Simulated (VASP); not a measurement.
Si, 2 atoms in the cell. The structure is tetragonal, space group I4_1/amd (No. 141). The conventional cell has a = 3.994 Å, b = 3.994 Å, c = 5.252 Å, α = 90.00°, β = 90.00°, γ = 90.00°. Si (site symmetry -4m2) has 4 Si at 2.39 Å within 3.2 Å. 

| Property | Result |
| --- | --- |
| Program | VASP 6.6.1 |
| Task | single point |
| Functional | PBE |
| Potentials or basis | VASP PAW PBE potentials, release 64 (Si) |
| Cutoff | 520 eV |
| k mesh | 10 × 10 × 10 |
| Occupations | gaussian, width 0.05 eV |
| Spin | no spin polarisation |
| Dipole correction | no |
| Further INCAR settings | ALGO = Normal; EDIFF = 1e-06; NBANDS = 11 |

Potentials or basis: VASP PAW PBE potentials, release 64 (Si).

Launch:

```console
$ cat potpaw_PBE.64/Si/POTCAR > POTCAR
$ mpirun -np 1 vasp_std > vasp.out
```

Hardware: 1 thread of AMD EPYC 7R13, on a shared host.

How long does it take, and how much memory?

Wall time 61 s on 1 thread of AMD EPYC 7R13, with other jobs on the host, peak memory 0.15 GiB. Counts: scf iterations 11, k points 102.
